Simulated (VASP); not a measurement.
Here is a VASP 6.6.1 calculation.

File INCAR:

```
SYSTEM = SiMo6
PREC = Accurate
ENCUT = 520
EDIFF = 1E-7
ISMEAR = 0
SIGMA = 0.1
LREAL = .False.
LASPH = .True.
NELM = 60
ALGO = Fast
ISIF = 2
LWAVE = .False.
LCHARG = .False.
LDIPOL = .True.
IDIPOL = 3
DIPOL = 0.5 0.5 0.347
GGA = PS
IBRION = 2
NSW = 36
EDIFFG = -0.025
```

The input KPOINTS:

```
regular mesh
0
Gamma
  6 6 1
  0 0 0
```

POSCAR

```
SiMo6
1.0
    4.4256825773      0.0000000000      0.0000000000
   -2.2128412886      3.8327535410      0.0000000000
    0.0000000000      0.0000000000     19.7247696212
Mo Si
6 1
Selective dynamics
Direct
    0.6666666667      0.3333333333      0.2027907082  F F F
    0.3333333333      0.6666666667      0.2485904154  F F F
    0.0000000000      0.0000000000      0.2943901226  F F F
    0.6666666667      0.3333333333      0.3368101106  F F F
    0.3333333333      0.6666666667      0.3772266206  F F F
    0.0000000000      0.0000000000      0.4169767140  F F F
    0.0000000000      0.0000000000      0.5518325349  F F T
```

Potentials or basis: VASP PAW PBE potentials, release 64 (Mo_sv, Si).

Run with:

```console
$ cat potpaw_PBE.64/Mo_sv/POTCAR potpaw_PBE.64/Si/POTCAR > POTCAR
$ mpirun -np 1 vasp_std > vasp.out
```

**Question.** Estimate the band gap on the k mesh.

**Answer.** Zero (bands 44 and 45 overlap by 0.03 eV).

**Question.** What does it give for the energy gained by relaxing?

**Answer.** 39.7 meV/atom.

The path:
| step | energy change (eV) | largest force on free atoms (eV/Å) | pressure (GPa) |
| --- | --- | --- | --- |
| 1 | 0.0000 | 1.4051 | -3.05 |
| 2 | -0.0902 | 1.2466 | -2.93 |
| 3 | -0.2672 | 0.3785 | -2.38 |
| 4 | -0.2726 | 0.3048 | -2.03 |
| 5 | -0.2777 | 0.0354 | -2.20 |
| 6 | -0.2777 | 0.0149 | -2.18 |

Caveat: the PAW data sets were made with another functional, which shifts forces and pressure a little.
